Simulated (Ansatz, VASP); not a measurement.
## One calculation of Se, two programs

INCAR

```
ALGO = Normal ; EDIFF = 1E-6
ENCUT = 520 ; GGA = PE
ISIF = 2 ; ISMEAR = 0
LASPH = True ; LCHARG = False
LREAL = False ; LWAVE = False
NBANDS = 16 ; NELM = 100
PREC = Accurate ; SIGMA = 0.05
```

The input KPOINTS:

```
k-points
0
Gamma
  9 9 6
```

File POSCAR:

```
Se
1.0
    4.3662000000      0.0000000000      0.0000000000
   -2.1831000000      3.7812401180      0.0000000000
    0.0000000000      0.0000000000      4.9536000000
Se
3
Direct
    0.2254000000      0.0000000000      0.3333333333
    0.0000000000      0.2254000000      0.6666666667
    0.7746000000      0.7746000000      0.0000000000
```

Input for Ansatz:

```yaml
crystal:
  lattice:
    - [4.3662, 0.0, 0.0]
    - [-2.1831, 3.781240118, 0.0]
    - [0.0, 0.0, 4.9536]
  atoms:
    - { symbol: Se, position: [0.2254, 0.0, 0.3333333333] }
    - { symbol: Se, position: [0.0, 0.2254, 0.6666666667] }
    - { symbol: Se, position: [0.7746, 0.7746, 0.0] }
basis:
  ecutwfc: 420
  fft_grid_basis: typed
kpoints:
  mp_grid: { grid: [9, 9, 6] }
hamiltonian:
  xc: pbe
scf:
  occupations: { method: gaussian, width: 0.05 }
output:
  forces: true
  stress: true
  eigenvalues: true
  bader: true
  write_density: true
  volumetric_format: npy
  elf: true
```

Alike in both runs: task single point; functional PBE; k mesh 9 × 9 × 6; occupations gaussian, width 0.05 eV; no spin polarisation.

```csv
,VASP,Ansatz
version,VASP 6.6.1,Ansatz 0.2.0
potentials or method,"VASP PAW PBE potentials, release 64 (Se), cutoff 520 eV","scalar-relativistic, plane waves, PAW"
valence electrons in the cell,18,48
```

Ansatz gave:

- gap on the k mesh at the Fermi level (eV): 1.03
- pressure (GPa): 2.8
- traceless stress, the component that is largest in VASP (GPa): 1.17
- rms of the force components (eV/Å): 0.232

Q: Estimate VASP's values.

A: gap on the k mesh at the Fermi level (eV): 1.02; pressure (GPa): 2.9; traceless stress, the component that is largest in VASP (GPa): 1.22; rms of the force components (eV/Å): 0.251.

Atom by atom the forces differ by 0.019 eV/Å (rms over components). With one functional, cell and mesh, what is left measures potentials, basis and numerics. VASP's potentials hold 18 valence electrons a cell and Ansatz's 48, so a difference there can come from the potentials and not from the codes.
